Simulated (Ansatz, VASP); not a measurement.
In3GaP4: VASP beside Ansatz

```
In Ga P
1.0
     5.84617    0.00000    0.00000
     0.00000    5.84617    0.00000
     0.00000    0.00000    5.84617
In Ga P
3 1 4
Direct
  0.50000 0.00000 0.50000
  0.50000 0.50000 0.00000
  0.00000 0.50000 0.50000
  0.00000 0.00000 0.00000
  0.23903 0.76097 0.76097
  0.23903 0.23903 0.23903
  0.76097 0.76097 0.23903
  0.76097 0.23903 0.76097
```

Alike in both runs: functional PBE; k mesh 6 × 6 × 6; occupations gaussian, width 0.02 eV; no spin polarisation.

Ansatz relaxed the structure, and its values are those at the end. VASP's run is a single point on that final structure, the one shown.

|  | VASP | Ansatz |
| --- | --- | --- |
| version | VASP 6.6.1 | Ansatz 0.2.0 |
| potentials or method | VASP PAW PBE potentials, release 64 (In_d, Ga_d, P), cutoff 520 eV | scalar-relativistic, plane waves, PAW |
| valence electrons in the cell | 72 | 72 |

```csv
,VASP,Ansatz,Ansatz less VASP
gap on the k mesh at the Fermi level (eV),0.61,0.62,+0.003
least direct gap on the mesh (eV),0.61,0.62,+0.003
pressure (GPa),-0.1,0.0,+0.04
rms of the force components (eV/Å),0.008,0.006,-0.0014
```
